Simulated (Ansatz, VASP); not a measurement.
O: VASP beside Ansatz

File INCAR:

```
SYSTEM = O
  PREC = Accurate
  ENCUT = 520
  EDIFF = 1E-7
  ISMEAR = -1
  SIGMA = 0.02
  LREAL = .False.
  LASPH = .True.
  NELM = 150
  ALGO = Normal
  ISIF = 2
  LWAVE = .False.
  LCHARG = .False.
  ISPIN = 2
  MAGMOM = 1 1
  LORBIT = 11
  GGA = PS
  IBRION = 2
  NSW = 60
  EDIFFG = -0.02
```

The input KPOINTS:

```
regular mesh
0
Gamma
  1 1 1
  0 0 0
```

POSCAR

```
O
1.0
    9.0000000000      0.0000000000      0.0000000000
    0.0000000000      9.5000000000      0.0000000000
    0.0000000000      0.0000000000     10.0000000000
O
2
Direct
    0.5000000000      0.5000000000      0.4385000000
    0.5000000000      0.5000000000      0.5615000000
```

Input for Ansatz:

```yaml
crystal:
  lattice:
    - [9.0, 0.0, 0.0]
    - [0.0, 9.5, 0.0]
    - [0.0, 0.0, 10.0]
  atoms:
    - { symbol: O, position: [0.5, 0.5, 0.4385], spin: 1.0 }
    - { symbol: O, position: [0.5, 0.5, 0.5615], spin: 1.0 }
basis:
  ecutwfc: 520.0
kpoints:
  mp_grid:
    grid: [1, 1, 1]
hamiltonian:
  xc: pbesol
magnetization:
  spin_polarized: true
scf:
  max_iter: 150
  convergence:
    dr2_threshold: 1.0e-08
  mixing:
    algorithm: msr1
    beta: 0.4
    ndim: 12
  occupations:
    method: fermi_dirac
    width: 0.02
relax:
  f_tol: 0.02
  max_steps: 40
output:
  stress: true
```

Alike in both runs: task relaxation of the atoms; functional PBEsol; k mesh 1 × 1 × 1; occupations fermi-dirac, width 0.02 eV; collinear spin.

```csv
,VASP,Ansatz
version,VASP 6.6.1,Ansatz 0.2.0
potentials or method,"VASP PAW PBE potentials, release 64 (O), cutoff 520 eV","plane waves, PAW"
valence electrons in the cell,12,12
```

Ansatz gave:

| Property | Result |
| --- | --- |
| net moment per atom (μB) | 1.00 |
| size of the moment on the site where the two differ most (μB) | 0.55 |

Estimate VASP's values.

net moment per atom (μB): 1.00; size of the moment on the site where the two differ most (μB): 0.81.

VASP's potentials were made for PBE, not for PBEsol. Site moments also hang on the region over which each program counts them. Ansatz's warnings: end state compared, stress scf threshold loose.

Noted on VASP's run: the standard files for N, O and F lose accuracy on very short bonds.
